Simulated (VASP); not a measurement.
# TiO (P6_3/mmc) in VASP: further runs

TiO is run at these levels: r2SCAN; tasks: single point.

Program: VASP 6.6.1. These are calculated values, not measurements. Logs are shortened: lines on timing, memory, paths and dates and some standing lists are left out, and cuts for length are marked.

**1. The cell of the first run**

It takes space group P6_3/mmc (No. 194, hexagonal). Conventional cell: a = 2.852 Å, b = 2.852 Å, c = 5.568 Å, α = 90.00°, β = 90.00°, γ = 120.00°. Ti (site symmetry -6m2) has 6 O at 2.16 Å and 6 Ti at 2.85 Å within 2.9 Å. O (site symmetry -3m) has 6 Ti at 2.16 Å and 8 O at 2.78 to 2.85 Å within 2.9 Å.

**2. Single point, r2SCAN, collinear spin**

The input, POSCAR:

```
TiO
1.0
    2.8516080131      0.0000000000      0.0000000000
   -1.4258040066      2.4695649810      0.0000000000
    0.0000000000      0.0000000000      5.5675030000
Ti O
2 2
Direct
    0.3333333300      0.6666666700      0.2500000000
    0.6666666700      0.3333333300      0.7500000000
    0.0000000000      0.0000000000      0.0000000000
    0.0000000000      0.0000000000      0.5000000000
```

The input, INCAR.step1:

```
SYSTEM = TiO
ALGO     = Normal         ! electronic algorithm
EDIFF    = 1E-5           ! SCF threshold, eV
ENCUT    = 910            ! plane-wave cutoff, eV
GGA      = PE             ! functional
GGA_COMPAT= .False.      
ISMEAR   = 0              ! smearing method
ISPIN    = 2              ! spin polarisation
LASPH    = .True.         ! aspherical terms in the spheres
LCHARG   = .False.        ! write CHGCAR
LMAXMIX  = 4              ! l up to which the mixer works
LREAL    = .False.        ! projectors in reciprocal space
LWAVE    = .True.         ! write WAVECAR
MAGMOM   = 1 1 0 0        ! initial moments
NBANDS   = 30             ! bands
NELM     = 200            ! most SCF steps
PREC     = Accurate       ! precision mode
SIGMA    = 0.1            ! smearing width, eV
```

The input, INCAR.step2:

```
SYSTEM = TiO
ALGO     = Normal         ! electronic algorithm
EDIFF    = 1E-6           ! SCF threshold, eV
ENCUT    = 910            ! plane-wave cutoff, eV
GGA_COMPAT= .False.      
ISIF     = 2              ! what is computed and relaxed
ISMEAR   = 0              ! smearing method
ISPIN    = 2              ! spin polarisation
ISTART   = 1            
LASPH    = .True.         ! aspherical terms in the spheres
LCHARG   = .True.         ! write CHGCAR
LELF     = .True.         ! ELF
LMAXMIX  = 4              ! l up to which the mixer works
LMIXTAU  = .True.       
LORBIT   = 11             ! projections on sites
LREAL    = .False.        ! projectors in reciprocal space
LVHAR    = .True.       
LWAVE    = .False.        ! write WAVECAR
MAGMOM   = 1 1 0 0        ! initial moments
METAGGA  = R2SCAN         ! meta-GGA
NBANDS   = 30             ! bands
NELM     = 200            ! most SCF steps
PREC     = Accurate       ! precision mode
SIGMA    = 0.1            ! smearing width, eV
```

The input, KPOINTS:

```
k-points
0
Gamma
  6 6 4
  0 0 0
```

Potentials or basis: VASP PAW PBE potentials, release 64 (Ti_sv, O_h).

Launch:

```bash
$ cat potpaw_PBE.64/Ti_sv/POTCAR potpaw_PBE.64/O_h/POTCAR > POTCAR
$ cp INCAR.step1 INCAR
$ mpirun -np 1 vasp_std > vasp.out
$ cp INCAR.step2 INCAR
$ mpirun -np 1 vasp_std > vasp.out
```

OUTCAR:

```text
SYSTEM = TiO
   EDIFF = 1E-6
   ENCUT = 910
   ISIF = 2
   ISMEAR = 0
   ISPIN = 2
   ISTART = 1
   LASPH = .True.
   LORBIT = 11
   LREAL = .False.
   METAGGA = R2SCAN
   NELM = 200
   PREC = Accurate

 ion  position               nearest neighbor table
   1  0.333  0.667  0.250-   3 2.16   4 2.16   3 2.16   4 2.16   3 2.16   4 2.16
   2  0.667  0.333  0.750-   3 2.16   4 2.16   3 2.16   4 2.16   3 2.16   4 2.16
   3  0.000  0.000  0.000-   1 2.16   2 2.16   2 2.16   1 2.16   2 2.16   1 2.16
   4  0.000  0.000  0.500-   1 2.16   2 2.16   2 2.16   1 2.16   2 2.16   1 2.16

  LATTYP: Found a hexagonal cell.
 ALAT       =     2.8516080131
 C/A-ratio  =     1.9524082463

  Lattice vectors:

 A1 = (   2.8516080131,   0.0000000000,   0.0000000000)
 A2 = (  -1.4258040066,   2.4695649810,   0.0000000000)
 A3 = (   0.0000000000,   0.0000000000,   5.5675030000)

Analysis of symmetry for initial positions (statically):
=====================================================================
 Subroutine PRICEL returns:
 Original cell was already a primitive cell.

 Routine SETGRP: Setting up the symmetry group for a
 hexagonal supercell.

 Subroutine GETGRP returns: Found 24 space group operations
 (whereof 12 operations were pure point group operations)
 out of a pool of 24 trial point group operations.

The static configuration has the point symmetry D_3d.
 The point group associated with its full space group is D_6h.

Analysis of symmetry for dynamics (positions and initial velocities):
=====================================================================
 Subroutine PRICEL returns:
 Original cell was already a primitive cell.

 Routine SETGRP: Setting up the symmetry group for a
 hexagonal supercell.

 Subroutine GETGRP returns: Found 24 space group operations
 (whereof 12 operations were pure point group operations)
 out of a pool of 24 trial point group operations.

The dynamic configuration has the point symmetry D_3d.
 The point group associated with its full space group is D_6h.

Analysis of structural, dynamic, and magnetic symmetry:
=====================================================================
 Subroutine PRICEL returns:
 Original cell was already a primitive cell.

 Routine SETGRP: Setting up the symmetry group for a
 hexagonal supercell.

 Subroutine GETGRP returns: Found 24 space group operations
 (whereof 12 operations were pure point group operations)
 out of a pool of 24 trial point group operations.

The overall configuration has the point symmetry D_3d.
 The point group associated with its full space group is D_6h.

 Subroutine INISYM returns: Found 24 space group operations
 (whereof 12 operations are pure point group operations),
 and found     1 'primitive' translations

----------------------------------------------------------------------------------------

                                     Primitive cell

  volume of cell :      39.2076

  direct lattice vectors                    reciprocal lattice vectors
     2.851608013  0.000000000  0.000000000     0.350679334  0.202464808  0.000000000
    -1.425804007  2.469564981  0.000000000     0.000000000  0.404929616  0.000000000
     0.000000000  0.000000000  5.567503000     0.000000000  0.000000000  0.179613733

  length of vectors
     2.851608013  2.851608013  5.567503000     0.404929616  0.404929616  0.179613733

  position of ions in fractional coordinates (direct lattice)
     0.333333330  0.666666670  0.250000000
     0.666666670  0.333333330  0.750000000
     0.000000000  0.000000000  0.000000000
     0.000000000  0.000000000  0.500000000

  ion indices of the primitive-cell ions
   primitive index   ion index
                 1           1
                 2           2
                 3           3
                 4           4

----------------------------------------------------------------------------------------

 KPOINTS: k-points

Automatic generation of k-mesh.
 Grid dimensions read from file:
 generate k-points for:    6    6    4

 Generating k-lattice:

  Cartesian coordinates                     Fractional coordinates (reciprocal lattice)
     0.058446556  0.033744135  0.000000000     0.166666667  0.000000000  0.000000000
     0.000000000  0.067488269  0.000000000     0.000000000  0.166666667  0.000000000
     0.000000000  0.000000000  0.044903433     0.000000000  0.000000000  0.250000000

  Length of vectors
     0.067488269  0.067488269  0.044903433

  Shift w.r.t. Gamma in fractional coordinates (k-lattice)
     0.000000000  0.000000000  0.000000000

 Subroutine IBZKPT returns following result:
 ===========================================

 Found     21 irreducible k-points:

 Following reciprocal coordinates:
            Coordinates               Weight
  0.000000  0.000000  0.000000      1.000000
  0.166667  0.000000  0.000000      6.000000
  0.333333  0.000000  0.000000      6.000000
  0.500000 -0.000000  0.000000      3.000000
  0.166667  0.166667  0.000000      6.000000
  0.333333  0.166667  0.000000     12.000000
[... 13 lines left out ...]
  0.333333  0.166667  0.500000     12.000000
  0.333333  0.333333  0.500000      2.000000
   k-points           NKPTS =     21   k-points in BZ     NKDIM =     21   number of bands    NBANDS=     30
   number of dos      NEDOS =    301   number of ions     NIONS =      4
   total plane-waves  NPLWV =  43904
   dimension x,y,z NGX =    28 NGY =   28 NGZ =   56
   dimension x,y,z NGXF=    56 NGYF=   56 NGZF=  112
   ions per type =               2   2
   NGX,Y,Z   is equivalent  to a cutoff of  16.32, 16.32, 16.72 a.u.
   NGXF,Y,Z  is equivalent  to a cutoff of  32.65, 32.65, 33.44 a.u.
 SYSTEM =  TiO
   PREC   = accura    normal or accurate (medium, high low for compatibility)
   ISTART =      1    job   : 0-new  1-cont  2-samecut
   ICHARG =      0    charge: 1-file 2-atom 10-const
   ISPIN  =      2    spin polarized calculation?
   LNONCOLLINEAR =      F non collinear calculations
   LSORBIT =      F    spin-orbit coupling
   LASPH  =      T    aspherical Exc in radial PAW
   ENCUT  =  910.0 eV  66.88 Ry    8.18 a.u.   7.01  7.01 13.69*2*pi/ulx,y,z
   NELM   =    200;   NELMIN=  2; NELMDL=  0     # of ELM steps
   EDIFF  = 0.1E-05   stopping-criterion for ELM
   LREAL  =      F    real-space projection
   EDIFFG = 0.1E-04   stopping-criterion for IOM
   NSW    =      0    number of steps for IOM
   IBRION =     -1    ionic relax: 0-MD 1-quasi-New 2-CG
   NFREE  =      0    steps in history (QN), initial steepest desc. (CG)
   ISIF   =      2    stress and relaxation
   ISYM   =      2    0-nonsym 1-usesym 2-fastsym
   POTIM  = 0.5000    time-step for ionic-motion
   TEBEG  =    0.0;   TEEND  =   0.0 temperature during run
   PSTRESS=    0.0 pullay stress
   NELECT =      36.0000    total number of electrons
   NUPDOWN=      -1.0000    fix difference up-down
   EMIN   =  10.00;   EMAX   =-10.00  energy-range for DOS
   EFERMI =   0.00;   METHOD = LEGACY
   ISMEAR =     0;   SIGMA  =   0.10  broadening in eV -4-tet -1-fermi 0-gaus
   EFERMI_NEDOS =   21; number of points for ismear=-14 and -15
   IALGO  =     38    algorithm
   IMIX   =      4    mixing-type and parameters
     AMIX     =   0.40;   BMIX     =  1.00
     AMIX_MAG =   1.60;   BMIX_MAG =  1.00
  volume/ion in A,a.u.               =       9.80        66.15
  Fermi-wavevector in a.u.,A,eV,Ry     =   1.591178  3.006890 34.447873  2.531847
  Thomas-Fermi vector in A             =   2.689758
   LORBIT       =     11    0 simple, 1 ext, 2 COOP (PROOUT), +10 PAW based schemes
   METAGGA = R2SCAN    functional components
   LHFCALC =     F    Hartree Fock is set to
   AEXX    =    0.0000 exact exchange contribution
   IVDW    =     0    specifies the selected vdW correction
   LEPSILON=     F    determine dielectric tensor
   LRPA    =     F    only Hartree local field effects (RPA)
 spin polarized calculation
 Gauss-broadening in eV      SIGMA  =   0.10
  energy-cutoff  :      910.00
  volume of cell :       39.21
 maximum number of plane-waves:      2466
 NGX is ok and might be reduce to    28
   NGX = 13   NGY = 13   NGZ = 27

 number of electron      36.0000004 magnetization      -0.0000001

 number of electron      36.0000004 magnetization       0.0000000

 Free energy of the ion-electron system (eV)
  ---------------------------------------------------
  ext. energy  EPLUGINS =         0.00000000
  ---------------------------------------------------
  free energy    TOTEN  =       -48.66253982 eV

  energy without entropy =      -48.65932596  energy(sigma->0) =      -48.66093289

 E-fermi :  11.7235     XC(G=0): -13.5968

 val. band max:       11.7166821372   @ k =   0.0000   0.0000   0.0000
 cond. band min:      11.9043976389   @ k =   0.0000   0.0000   0.2500
 fundamental gap:      0.1877155017
 Fermi energy:        11.7234740580

 spin component 1

 k-point     1 :       0.0000    0.0000    0.0000
  band No.  band energies     occupation
      1     -48.4557      1.00000
      2     -48.4131      1.00000
      3     -24.1351      1.00000
      4     -23.6562      1.00000
      5     -23.2944      1.00000
      6     -23.2944      1.00000
[... 682 lines left out ...]
     29      24.1028      0.00000
     30      24.1028      0.00000
 Fermi energy:        11.7234740580

 spin component 2

 k-point     1 :       0.0000    0.0000    0.0000
  band No.  band energies     occupation
      1     -48.4557      1.00000
      2     -48.4131      1.00000
      3     -24.1351      1.00000
      4     -23.6562      1.00000
      5     -23.2944      1.00000
      6     -23.2944      1.00000
[... 682 lines left out ...]
     29      24.1028      0.00000
     30      24.1028      0.00000

------------------------ aborting loop because EDIFF is reached ----------------------------------------

  FORCE on cell =-STRESS in cart. coord.  units (eV):
  Direction    XX          YY          ZZ          XY          YZ          ZX
  --------------------------------------------------------------------------------------
  -------------------------------------------------------------------------------------
  Total       -1.0833745     -1.0833745     -0.6355372      0.0000000      0.0000000     -0.0000000
  in kB      -44.2709082    -44.2709082    -25.9705296      0.0000000      0.0000000     -0.0000000
  external PRESSURE =     -38.1707820 kB  Pullay stress =       0.0000000 kB

 VOLUME and BASIS-vectors are now :
 -----------------------------------------------------------------------------
  energy-cutoff  :      910.00
  volume of cell :       39.21
      direct lattice vectors                 reciprocal lattice vectors
     2.851608013  0.000000000  0.000000000     0.350679334  0.202464808  0.000000000
    -1.425804007  2.469564981  0.000000000     0.000000000  0.404929616  0.000000000
     0.000000000  0.000000000  5.567503000     0.000000000  0.000000000  0.179613733

 POSITION                                       TOTAL-FORCE (eV/Angst)
 -----------------------------------------------------------------------------------
     -0.00000      1.64638      1.39188        -0.000000     -0.000000      0.000000
      1.42580      0.82319      4.17563         0.000000      0.000000      0.000000
      0.00000      0.00000      0.00000         0.000000     -0.000000      0.000000
      0.00000      0.00000      2.78375         0.000000     -0.000000      0.000000
 -----------------------------------------------------------------------------------
    total drift:                               -0.000018      0.000010     -0.000000

  FREE ENERGIE OF THE ION-ELECTRON SYSTEM (eV)
  ---------------------------------------------------
  free  energy   TOTEN  =       -48.6625398151 eV

  energy  without entropy=      -48.6593259619  energy(sigma->0) =      -48.66093289

 total charge

# of ion       s       p       d       tot
------------------------------------------
    1        2.147   6.158   1.984  10.288
    2        2.147   6.158   1.984  10.288
    3        1.034   2.358   0.000   3.392
    4        1.034   2.358   0.000   3.392
--------------------------------------------------
tot          6.362  17.032   3.967  27.361

 magnetization (x)

# of ion       s       p       d       tot
------------------------------------------
    1       -0.000   0.000  -0.000  -0.000
    2       -0.000   0.000  -0.000  -0.000
    3        0.000   0.000   0.000   0.000
    4        0.000   0.000   0.000   0.000
--------------------------------------------------
tot         -0.000   0.000  -0.000  -0.000
```

It took 5.6 min on 1 thread of Intel Xeon Platinum 8488C (Sapphire Rapids), shared host; peak memory 0.3 GiB.

Results:

| Property | Result |
| --- | --- |
| Free energy | -48.6625 eV |
| Pressure | -3.8 GPa |
| Band gap on the k mesh | zero (filled and empty bands touch) |
| Net moment | 0.00 μB per cell |
| Valence electrons inside the program's atomic spheres | Ti 10.29; O 3.39 |

Stress tensor (GPa, compression positive):
```
-4.43  0.00  0.00
 0.00 -4.43  0.00
 0.00  0.00 -2.60
```

Levels at points of the mesh, in eV from the Fermi level:
Spin up:
| k point | band 16 | band 17 | band 18 | band 19 | band 20 | band 21 |
| --- | --- | --- | --- | --- | --- | --- |
| (0.00, 0.00, 0.00) | -5.60 | -2.08 | -0.08 | -0.08 | -0.01 | 1.17 |
| (0.50, 0.00, 0.00) | -5.82 | -2.78 | -0.08 | 1.04 | 1.78 | 2.09 |
| (0.00, 0.00, 0.50) | -5.92 | -0.64 | -0.64 | 0.78 | 0.78 | 0.78 |
| (0.50, 0.00, 0.50) | -6.44 | -1.39 | -1.39 | 2.16 | 2.16 | 2.37 |
Spin down:
```tsv
k point	band 16	band 17	band 18	band 19	band 20	band 21
(0.00, 0.00, 0.00)	-5.60	-2.08	-0.08	-0.08	-0.01	1.17
(0.50, 0.00, 0.00)	-5.82	-2.78	-0.08	1.04	1.78	2.09
(0.00, 0.00, 0.50)	-5.92	-0.64	-0.64	0.78	0.78	0.78
(0.50, 0.00, 0.50)	-6.44	-1.39	-1.39	2.16	2.16	2.37
```

Caveat: the k points lie up to 0.42 Å⁻¹ apart; the cutoff is under 1.25 times the usual one of these potentials, so pressure, stress and relaxed cells hold a basis-set (Pulay) error; the PAW data sets were made with another functional, which shifts forces and pressure a little; semilocal functionals often make such compounds metallic where correlation or magnetic order opens a gap, which also shifts bond lengths.

(Continued in part 2 of 2.)
